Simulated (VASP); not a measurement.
# Zn4SnGe3P8 (P1) in VASP: single point with PBEsol

Aim: the single point of Zn4SnGe3P8 with PBEsol.

Program: VASP 6.6.1. These are calculated values, not measurements. Logs are shortened: lines on timing, memory, paths and dates and some standing lists are left out, and cuts for length are marked.

## Step 1: The cell of the first run

The typed cell holds 16 atoms: a = 5.474 Å, b = 5.474 Å, c = 10.852 Å, α = 90.00°, β = 90.00°, γ = 90.00°.

## Step 2: Single point, PBEsol, collinear spin

Contents of INCAR:

```
  PREC = Accurate
  ENCUT = 500
  EDIFF = 1E-6
  ISMEAR = -1
  SIGMA = 0.05
  LREAL = F
  LASPH = T
  NELM = 200
  ALGO = Normal
  ISIF = 2
  LWAVE = F
  LCHARG = F
  ISPIN = 2
  MAGMOM = 0.25 0.25 0.25 0.25 0.25 0.25 0.25 0.25 0.25 0.25 0.25 0.25 0.25 0.25 0.25 0.25
  LORBIT = 11
  GGA = PS
  NELECT = 138.0
  NBANDS = 90
  GGA_COMPAT = F
```

Contents of KPOINTS:

```
Automatic mesh
0
Gamma
  2 2 2
  0.5 0.5 0.5
```

Contents of POSCAR:

```
Zn4SnGe3P8
1.0
    5.4735780000     -0.0000630000     -0.0000180000
   -0.0000630000      5.4735780000     -0.0000180000
   -0.0000350000     -0.0000350000     10.8516360000
Zn Sn Ge P
4 1 3 8
Direct
    0.0120460000      0.9909400000      0.9917650000
    0.0097590000      0.4968860000      0.2511490000
    0.5216220000      0.0019550000      0.7518810000
    0.5268480000      0.5200780000      0.4971420000
    0.0105130000      0.9866690000      0.5045030000
    0.5076000000      0.0285490000      0.2508790000
    0.4792020000      0.4792820000      0.9989100000
    0.9928090000      0.5132390000      0.7437710000
    0.2268990000      0.2553080000      0.1343420000
    0.2457690000      0.2575480000      0.6267260000
    0.7494580000      0.7399430000      0.1170570000
    0.7423350000      0.2735130000      0.3634820000
    0.2623100000      0.7339830000      0.3743690000
    0.2379770000      0.7490990000      0.8771970000
    0.7439980000      0.7627500000      0.6276590000
    0.7535230000      0.2426260000      0.8778320000
```

Potentials or basis: VASP PAW PBE potentials, release 64 (Zn, Sn_d, Ge_d, P).

Started as:

```bash
cat potpaw_PBE.64/Zn/POTCAR potpaw_PBE.64/Sn_d/POTCAR potpaw_PBE.64/Ge_d/POTCAR potpaw_PBE.64/P/POTCAR > POTCAR
mpirun -np 1 vasp_std > vasp.out
```

OUTCAR:

```text
PREC = Accurate
   ENCUT = 500
   EDIFF = 1E-6
   ISMEAR = -1
   LREAL = F
   LASPH = T
   NELM = 200
   ISIF = 2
   ISPIN = 2
   LORBIT = 11
   GGA = PS
   NELECT = 138.0

 ion  position               nearest neighbor table
   1  0.012  0.991  0.992-  14 2.20  16 2.33  11 2.41   9 2.42
   2  0.010  0.497  0.251-   9 2.18  12 2.26  13 2.32  11 2.43
   3  0.522  0.002  0.752-  15 2.24  16 2.28  10 2.47  14 2.48
   4  0.527  0.520  0.497-  15 2.28  13 2.29  12 2.31  10 2.53
   5  0.011  0.987  0.505-  15 2.33  10 2.37  13 2.41  12 2.64
   6  0.508  0.029  0.251-  12 2.22   9 2.35  13 2.49  11 2.52
[... 8 lines left out ...]
  15  0.744  0.763  0.628-   3 2.24   4 2.28   8 2.30   5 2.33
  16  0.754  0.243  0.878-   3 2.28   1 2.33   7 2.38   8 2.45

  LATTYP: Found a base centered orthorhombic cell.
 ALAT       =     7.7407191469
 B/A-ratio  =     1.0000230199
 C/A-ratio  =     1.4018899012

  Lattice vectors:

 A1 = (   5.4735780000,  -0.0000630000,  -0.0000180000)
 A2 = (  -0.0000630000,   5.4735780000,  -0.0000180000)
 A3 = (  -0.0000350000,  -0.0000350000,  10.8516360000)

Analysis of symmetry for initial positions (statically):
=====================================================================
 Subroutine PRICEL returns:
 Original cell was already a primitive cell.

 Routine SETGRP: Setting up the symmetry group for a
 base centered orthorhombic supercell.

 Subroutine GETGRP returns: Found  1 space group operations
 (whereof  1 operations were pure point group operations)
 out of a pool of  8 trial point group operations.

The static configuration has the point symmetry C_1 .

Analysis of symmetry for dynamics (positions and initial velocities):
=====================================================================
 Subroutine PRICEL returns:
 Original cell was already a primitive cell.

 Routine SETGRP: Setting up the symmetry group for a
 base centered orthorhombic supercell.

 Subroutine GETGRP returns: Found  1 space group operations
 (whereof  1 operations were pure point group operations)
 out of a pool of  8 trial point group operations.

The dynamic configuration has the point symmetry C_1 .

Analysis of structural, dynamic, and magnetic symmetry:
=====================================================================
 Subroutine PRICEL returns:
 Original cell was already a primitive cell.

 Routine SETGRP: Setting up the symmetry group for a
 base centered orthorhombic supercell.

 Subroutine GETGRP returns: Found  1 space group operations
 (whereof  1 operations were pure point group operations)
 out of a pool of  8 trial point group operations.

The overall configuration has the point symmetry C_1 .

 Subroutine INISYM returns: Found  1 space group operations
 (whereof  1 operations are pure point group operations),
 and found     1 'primitive' translations

----------------------------------------------------------------------------------------

                                     Primitive cell

  volume of cell :     325.1156

  direct lattice vectors                    reciprocal lattice vectors
     5.473578000 -0.000063000 -0.000018000     0.182695853  0.000002103  0.000000589
    -0.000063000  5.473578000 -0.000018000     0.000002103  0.182695853  0.000000589
    -0.000035000 -0.000035000 10.851636000     0.000000303  0.000000303  0.092152004

  length of vectors
     5.473578000  5.473578000 10.851636000     0.182695853  0.182695853  0.092152004

  position of ions in fractional coordinates (direct lattice)
     0.012046000  0.990940000  0.991765000
     0.009759000  0.496886000  0.251149000
     0.521622000  0.001955000  0.751881000
     0.526848000  0.520078000  0.497142000
     0.010513000  0.986669000  0.504503000
     0.507600000  0.028549000  0.250879000
[... 8 lines left out ...]
     0.743998000  0.762750000  0.627659000
[... 48 lines left out ...]
            Coordinates               Weight
  0.250000  0.250000  0.250000      2.000000
 -0.250000 -0.250000  0.250000      2.000000
 -0.250000  0.250000  0.250000      2.000000
  0.250000 -0.250000  0.250000      2.000000
   k-points           NKPTS =      4   k-points in BZ     NKDIM =      4   number of bands    NBANDS=     90
   number of dos      NEDOS =    301   number of ions     NIONS =     16
   total plane-waves  NPLWV = 128000
   dimension x,y,z NGX =    40 NGY =   40 NGZ =   80
   dimension x,y,z NGXF=    80 NGYF=   80 NGZF=  160
   ions per type =               4   1   3   8
   NGX,Y,Z   is equivalent  to a cutoff of  12.15, 12.15, 12.26 a.u.
   NGXF,Y,Z  is equivalent  to a cutoff of  24.30, 24.30, 24.51 a.u.
 SYSTEM =  unknown system
   PREC   = accura    normal or accurate (medium, high low for compatibility)
   ISTART =      0    job   : 0-new  1-cont  2-samecut
   ICHARG =      2    charge: 1-file 2-atom 10-const
   ISPIN  =      2    spin polarized calculation?
   LNONCOLLINEAR =      F non collinear calculations
   LSORBIT =      F    spin-orbit coupling
   LASPH  =      T    aspherical Exc in radial PAW
   ENCUT  =  500.0 eV  36.75 Ry    6.06 a.u.   9.98  9.98 19.79*2*pi/ulx,y,z
   NELM   =    200;   NELMIN=  2; NELMDL= -5     # of ELM steps
   EDIFF  = 0.1E-05   stopping-criterion for ELM
   LREAL  =      F    real-space projection
   EDIFFG = 0.1E-04   stopping-criterion for IOM
   NSW    =      0    number of steps for IOM
   IBRION =     -1    ionic relax: 0-MD 1-quasi-New 2-CG
   NFREE  =      0    steps in history (QN), initial steepest desc. (CG)
   ISIF   =      2    stress and relaxation
   ISYM   =      2    0-nonsym 1-usesym 2-fastsym
   POTIM  = 0.5000    time-step for ionic-motion
   TEBEG  =    0.0;   TEEND  =   0.0 temperature during run
   PSTRESS=    0.0 pullay stress
   NELECT =     138.0000    total number of electrons
   NUPDOWN=      -1.0000    fix difference up-down
   EMIN   =  10.00;   EMAX   =-10.00  energy-range for DOS
   EFERMI =   0.00;   METHOD = LEGACY
   ISMEAR =    -1;   SIGMA  =   0.05  broadening in eV -4-tet -1-fermi 0-gaus
   EFERMI_NEDOS =   21; number of points for ismear=-14 and -15
   IALGO  =     38    algorithm
   IMIX   =      4    mixing-type and parameters
     AMIX     =   0.40;   BMIX     =  1.00
     AMIX_MAG =   1.60;   BMIX_MAG =  1.00
  volume/ion in A,a.u.               =      20.32       137.12
  Fermi-wavevector in a.u.,A,eV,Ry     =   1.230331  2.324988 20.595329  1.513714
  Thomas-Fermi vector in A             =   2.365184
   LORBIT       =     11    0 simple, 1 ext, 2 COOP (PROOUT), +10 PAW based schemes
   GGA     = PS    functional components
   LHFCALC =     F    Hartree Fock is set to
   AEXX    =    0.0000 exact exchange contribution
   IVDW    =     0    specifies the selected vdW correction
   LEPSILON=     F    determine dielectric tensor
   LRPA    =     F    only Hartree local field effects (RPA)
 spin polarized calculation
  energy-cutoff  :      500.00
  volume of cell :      325.12
 maximum number of plane-waves:      8255
   NGX = 19   NGY = 19   NGZ = 39

 number of electron     137.9999979 magnetization       0.0024539

 Free energy of the ion-electron system (eV)
  ---------------------------------------------------
  ext. energy  EPLUGINS =         0.00000000
  ---------------------------------------------------
  free energy    TOTEN  =       -95.38056949 eV

  energy without entropy =      -95.26996900  energy(sigma->0) =      -95.32526925

 E-fermi :   3.3175     XC(G=0):  -9.7023

 val. band max:        3.2798123626   @ k =  -0.2500   0.2500   0.2500
 cond. band min:       3.3589153928   @ k =   0.2500  -0.2500   0.2500
 fundamental gap:      0.0791030302
 Fermi energy:         3.3174935683

 spin component 1

 k-point     1 :       0.2500    0.2500    0.2500
  band No.  band energies     occupation
      1     -20.3842      1.00000
      2     -20.3777      1.00000
      3     -20.3761      1.00000
      4     -20.3516      1.00000
      5     -20.3482      1.00000
      6     -20.3463      1.00000
[... 325 lines left out ...]
     80       7.5496      0.00000
     81       8.0388      0.00000
 Fermi energy:         3.3174935683

 spin component 2

 k-point     1 :       0.2500    0.2500    0.2500
  band No.  band energies     occupation
      1     -20.3842      1.00000
      2     -20.3777      1.00000
      3     -20.3761      1.00000
      4     -20.3516      1.00000
      5     -20.3482      1.00000
      6     -20.3463      1.00000
[... 325 lines left out ...]
     80       7.5497      0.00000
     81       8.0389      0.00000
 [bands above 81 left out]

------------------------ aborting loop because EDIFF is reached ----------------------------------------

  FORCE on cell =-STRESS in cart. coord.  units (eV):
  Direction    XX          YY          ZZ          XY          YZ          ZX
  --------------------------------------------------------------------------------------
  -------------------------------------------------------------------------------------
  Total      -52.1026635    -52.2382267    -55.1915263      0.0510940      6.2191749     -0.7487653
  in kB     -256.7631334   -257.4311922   -271.9851211      0.2517923     30.6482380     -3.6899328
  external PRESSURE =    -262.0598156 kB  Pullay stress =       0.0000000 kB

 VOLUME and BASIS-vectors are now :
 -----------------------------------------------------------------------------
  energy-cutoff  :      500.00
  volume of cell :      325.12
      direct lattice vectors                 reciprocal lattice vectors
     5.473578000 -0.000063000 -0.000018000     0.182695853  0.000002103  0.000000589
    -0.000063000  5.473578000 -0.000018000     0.000002103  0.182695853  0.000000589
    -0.000035000 -0.000035000 10.851636000     0.000000303  0.000000303  0.092152004

 POSITION                                       TOTAL-FORCE (eV/Angst)
 -----------------------------------------------------------------------------------
      0.06584      5.42395     10.76225        -0.413734      0.520968      0.828151
      0.05338      2.71973      2.72537        -0.456580      1.211779      0.120496
      2.85511      0.01064      8.15913        -0.916582      0.178880      0.118063
      2.88369      2.84664      5.39479        -0.353978     -0.547446      0.401655
      0.05746      5.40059      5.47466        -0.116338      1.093500     -1.589564
      2.77838      0.15622      2.72244        -0.508906     -1.697275     -0.726163
[... 8 lines left out ...]
      4.07226      4.17490      6.81110        -1.224403     -1.363953      1.010985
      4.12442      1.32795      9.52590        -0.009820      0.748723      0.089234
 -----------------------------------------------------------------------------------
    total drift:                               -0.003204     -0.000299     -0.000099

  FREE ENERGIE OF THE ION-ELECTRON SYSTEM (eV)
  ---------------------------------------------------
  free  energy   TOTEN  =       -95.3805694938 eV

  energy  without entropy=      -95.2699690013  energy(sigma->0) =      -95.32526925

 total charge

# of ion       s       p       d       tot
------------------------------------------
    1        0.589   0.492   9.695  10.776
    2        0.601   0.546   9.696  10.843
    3        0.577   0.460   9.703  10.740
    4        0.583   0.480   9.702  10.765
    5        1.094   1.192  10.051  12.337
    6        1.094   1.053  10.045  12.192
[... 8 lines left out ...]
   15        1.033   1.408   0.000   2.441
   16        1.049   1.286   0.000   2.335
--------------------------------------------------
tot         15.099  16.827  78.986 110.912

 magnetization (x)

# of ion       s       p       d       tot
------------------------------------------
    1       -0.000   0.000   0.000   0.000
    2       -0.000   0.000   0.000   0.000
    3       -0.000   0.000   0.000   0.000
    4       -0.000   0.000   0.000   0.000
    5       -0.000   0.000   0.000   0.000
    6       -0.000   0.000   0.000   0.000
[... 8 lines left out ...]
   15        0.000   0.000   0.000   0.000
   16        0.000   0.000   0.000   0.000
--------------------------------------------------
tot          0.000   0.001   0.000   0.001
```

Run time: 4 min. Hardware: 1 thread of Intel Xeon 6975P-C (Granite Rapids), shared host; peak memory 0.52 GiB.

What came out:

| Property | Result |
| --- | --- |
| Free energy | -95.3806 eV |
| Largest force | 2.093 eV/Å |
| Net moment | 0.00 μB per cell |
| Valence electrons inside the program's atomic spheres | Zn 10.78, 10.84, 10.74, 10.77; Sn 12.34; Ge 12.19, 12.18, 12.21; P 2.36, 2.35, 2.28, 2.38, 2.44, 2.33 (each value once) |

Forces in eV/Å, atoms in the order of the input:
```
Zn  -0.414  0.521  0.828
Zn  -0.457  1.212  0.120
Zn  -0.917  0.179  0.118
Zn  -0.354 -0.547  0.402
Sn  -0.116  1.093 -1.590
Ge  -0.509 -1.697 -0.726
Ge   0.444  0.468 -0.050
Ge   0.116 -0.633  0.548
P    0.548 -0.899 -1.104
P    1.410  1.212  0.946
P   -0.366  0.206  0.436
P    0.407  0.028  0.819
P    0.676 -0.021 -1.311
P    0.766 -0.506 -0.537
P   -1.224 -1.364  1.011
P   -0.010  0.749  0.089
```

Caveat: the k points lie up to 0.57 Å⁻¹ apart; the cell carries a net charge on a neutralising background, which shifts energy and pressure; the cell is charged against a uniform background, so pressure and absolute levels hang on convention; the PAW data sets were made with another functional, which shifts forces and pressure a little; spin-orbit coupling is left out, which moves the levels of the heavy elements.
